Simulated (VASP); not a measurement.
GaN: single point with r2SCAN+D3(BJ)

The system is GaN.

```
CELL_PARAMETERS angstrom
0.00000 2.23838 2.23838
2.23838 0.00000 2.23838
2.23838 2.23838 0.00000
ATOMIC_POSITIONS crystal
Ga 0.00000 0.00000 0.00000
N 0.25000 0.25000 0.25000
```

| Item | Value |
| --- | --- |
| Program | VASP 6.6.1 |
| Task | single point |
| Functional | r2SCAN |
| Dispersion | D3(BJ) |
| Potentials or basis | VASP PAW PBE potentials, release 64 (Ga_d, N_h) |
| Cutoff | 1460 eV |
| k mesh | 10 × 10 × 10 |
| Occupations | fermi-dirac, width 0.05 eV |
| Spin | no spin polarisation |
| Dipole correction | no |
| Further INCAR settings | ALGO = Normal; EDIFF = 1e-06; NBANDS = 16 |

| Property | Result |
| --- | --- |
| Pressure | 2.3 GPa |
| Band gap on the k mesh | 2.25 eV |
| Dispersion energy per atom | -0.122 eV |

Levels at points of the mesh, in eV from the valence-band top:
```tsv
k point	band 6	band 7	band 8	band 9	band 10	band 11	band 12	band 13
(0.00, 0.00, 0.00)	-13.47	0.00	0.00	0.00	2.25	11.14	11.14	11.14
(0.50, 0.00, 0.00)	-12.34	-7.29	-1.02	-1.02	5.31	9.55	11.11	11.11
(0.50, 0.50, 0.00)	-11.97	-6.30	-2.85	-2.85	3.78	7.37	12.73	15.17
```

Run time: 2.3 min on 1 thread of Intel(R) Xeon(R) 6975P-C (Granite Rapids) (shared host), peak memory 0.32 GiB.

Caveat: the PAW data sets were made with another functional, which shifts forces and pressure a little.
